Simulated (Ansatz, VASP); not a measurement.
Au in VASP and in Ansatz

```
Au
1.0
     2.87143    0.00000    0.00000
    -1.43571    2.48673    0.00000
     0.00000    0.00000    4.97760
Au
2
Direct
  0.33333 0.66667 0.75000
  0.66667 0.33333 0.25000
```

Change from the starting cell: z stretched by +2 % at fixed volume, PAW files.

Alike in both runs: task electric field gradients; functional PBE; k mesh 14 × 14 × 8; occupations fermi-dirac, width 0.03 eV; no spin polarisation.

```csv
,VASP,Ansatz
version,VASP 6.6.1,Ansatz 0.2.0
potentials or method,"VASP PAW PBE potentials, release 64 (Au_sv_GW)","PAW with Ansatz's default frozen-core files, scalar-relativistic"
plane-wave cutoff (eV),400,420
valence electrons in the cell,38,38
```

|  | VASP | Ansatz | Ansatz less VASP |
| --- | --- | --- | --- |
| size of Vzz on the site where it differs most (V/Å²) | 28.4 | 15.8 | -12.58 |

Neither program's run includes spin-orbit coupling.
